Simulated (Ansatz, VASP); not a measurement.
## InP: VASP beside Ansatz

File INCAR:

```
PREC = Accurate ; ENCUT = 500
EDIFF = 1E-6 ; ISMEAR = 0
SIGMA = 0.1 ; LREAL = False
LASPH = True ; NELM = 120
ALGO = Normal ; ISIF = 2
LWAVE = False ; LCHARG = True
GGA = PS ; LELF = True
LVHAR = True ; NBANDS = 16
GGA_COMPAT = False
```

The input KPOINTS:

```
Automatic mesh
0
Gamma
  6 6 6
```

Contents of POSCAR:

```
InP
1.0
    0.0000000000      2.9519763900      2.9519763900
    2.9519763900      0.0000000000      2.9519763900
    2.9519763900      2.9519763900      0.0000000000
In P
1 1
Direct
    0.0000000000      0.0000000000      0.0000000000
    0.7500000000      0.7500000000      0.7500000000
```

Input for Ansatz:

```yaml
crystal:
  lattice:
    - [0.0, 2.95197639, 2.95197639]
    - [2.95197639, 0.0, 2.95197639]
    - [2.95197639, 2.95197639, 0.0]
  atoms:
    - { symbol: In, position: [0.0, 0.0, 0.0] }
    - { symbol: P, position: [0.75, 0.75, 0.75] }
basis:
  ecutwfc: 420
kpoints:
  mp_grid: { grid: [6, 6, 6] }
hamiltonian:
  xc: pbesol
scf:
  occupations: { method: gaussian, width: 0.1 }
output:
  forces: true
  stress: true
  eigenvalues: true
```

Alike in both runs: task single point; functional PBEsol; k mesh 6 × 6 × 6; occupations gaussian, width 0.1 eV; no spin polarisation.

|  | VASP | Ansatz |
| --- | --- | --- |
| version | VASP 6.6.1 | Ansatz 0.2.0 |
| potentials or method | VASP PAW PBE potentials, release 64 (In_d, P), cutoff 500 eV | scalar-relativistic, plane waves, PAW |
| valence electrons in the cell | 18 | 18 |

Ansatz gave:

```
gap on the k mesh at the Fermi level (eV) : 0.50
least direct gap on the mesh (eV)         : 0.50
pressure (GPa)                            : -0.9
```

Estimate VASP's values.

gap on the k mesh at the Fermi level (eV): 0.49; least direct gap on the mesh (eV): 0.49; pressure (GPa): -0.9.

VASP's potentials were made for PBE, not for PBEsol. With one functional, cell and mesh, what is left measures potentials, basis and numerics.
